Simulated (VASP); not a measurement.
A run of VASP 6.6.1:

File POSCAR:

```
Bi
1.0
   -1.9814305318      1.9814305318      1.9814305318
    1.9814305318     -1.9814305318      1.9814305318
    1.9814305318      1.9814305318     -1.9814305318
Bi
1
Direct
    0.0000000000      0.0000000000      0.0000000000
```

Contents of INCAR.step1:

```
PREC = Accurate
ENCUT = 520
ISMEAR = 0
SIGMA = 0.05
LREAL = F
LASPH = T
NELM = 100
NBANDS = 14
GGA = PE
ALGO = Normal
EDIFF = 1E-4
LWAVE = T
LCHARG = F
```

The input INCAR.step2:

```
PREC = Accurate
ENCUT = 520
EDIFF = 1E-7
ISMEAR = 0
SIGMA = 0.05
LREAL = F
LASPH = T
NELM = 100
ALGO = Normal
ISIF = 2
LWAVE = F
LCHARG = F
METAGGA = R2SCAN
LMIXTAU = T
NBANDS = 14
ISTART = 1
```

The input KPOINTS:

```
Automatic mesh
0
Gamma
  12 12 12
```

Potentials or basis: VASP PAW PBE potentials, release 64 (Bi_d).

Run with:

```bash
$ cat potpaw_PBE.64/Bi_d/POTCAR > POTCAR
$ cp INCAR.step1 INCAR
$ mpirun -np 1 vasp_std > vasp.out
$ cp INCAR.step2 INCAR
$ mpirun -np 1 vasp_std > vasp.out
```

Hardware: 1 thread of Intel(R) Xeon(R) Platinum 8375C CPU @ 2.90GHz (Ice Lake), on a shared host.

**Question.** How long does it take, and how much memory?

**Answer.** It took 100 s on 1 thread of Intel(R) Xeon(R) Platinum 8375C CPU @ 2.90GHz (Ice Lake), on a shared host, peak memory 0.18 GiB. Counts: k points 72.
